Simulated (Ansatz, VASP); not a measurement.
# One calculation of Si2Ni, two programs

File INCAR:

```
SYSTEM = Si2Ni
ALGO     = Normal         ! electronic algorithm
EDIFF    = 1E-6           ! SCF threshold, eV
EDIFFG   = -0.002         ! ionic threshold
ENCUT    = 600            ! plane-wave cutoff, eV
GGA      = PS             ! functional
IBRION   = 2              ! ionic algorithm
ISIF     = 3              ! what is computed and relaxed
ISMEAR   = -1             ! smearing method
LASPH    = .TRUE.         ! aspherical terms in the spheres
LCHARG   = .FALSE.        ! write CHGCAR
LREAL    = .FALSE.        ! projectors in reciprocal space
LWAVE    = .FALSE.        ! write WAVECAR
NELM     = 100            ! most SCF steps
NSW      = 100            ! ionic steps
PREC     = Accurate       ! precision mode
SIGMA    = 0.1            ! smearing width, eV
```

Contents of KPOINTS:

```
k-points
0
G
  10 10 10
  0 0 0
```

POSCAR

```
Si2Ni
1.0
    0.0000000000      2.7030000000      2.7030000000
    2.7030000000      0.0000000000      2.7030000000
    2.7030000000      2.7030000000      0.0000000000
Si Ni
2 1
Direct
    0.2500000000      0.2500000000      0.2500000000
    0.7500000000      0.7500000000      0.7500000000
    0.0000000000      0.0000000000      0.0000000000
```

Input for Ansatz:

```yaml
crystal:
  lattice:
    - [0.0, 2.703, 2.703]
    - [2.703, 0.0, 2.703]
    - [2.703, 2.703, 0.0]
  atoms:
    - { symbol: Si, position: [0.25, 0.25, 0.25] }
    - { symbol: Si, position: [0.75, 0.75, 0.75] }
    - { symbol: Ni, position: [0.0, 0.0, 0.0] }
kpoints:
  mp_grid: { grid: [10, 10, 10] }
scf:
  occupations: { method: fermi_dirac, width: 0.1 }
hamiltonian:
  xc: pbesol
  pseudopotentials: { kind: paw }
relax:
  f_tol: 0.002
  max_steps: 80
  cell: {}
output:
  forces: true
  stress: true
```

Alike in both runs: task relaxation of cell and atoms; functional PBEsol; k mesh 10 × 10 × 10; occupations fermi-dirac, width 0.1 eV; no spin polarisation.

|  | VASP | Ansatz |
| --- | --- | --- |
| version | VASP 6.6.1 | Ansatz 0.2.0 |
| potentials or method | VASP PAW PBE potentials, release 64 (Si, Ni) | PAW with Ansatz's default frozen-core files, scalar-relativistic |
| plane-wave cutoff (eV) | 600 | 420 |
| valence electrons in the cell | 18 | 26 |

VASP gave:

- relaxed volume (Å³/atom): 13.06
- relaxed length of the cell vector where the two differ most in proportion (Å): 3.813

What did Ansatz give for the same quantities?

Relaxed volume (Å³/atom): 13.05; relaxed length of the cell vector where the two differ most in proportion (Å): 3.812.

VASP's potentials were made for PBE, not for PBEsol. VASP's potentials hold 18 valence electrons a cell and Ansatz's 26, so a difference there can come from the potentials and not from the codes.
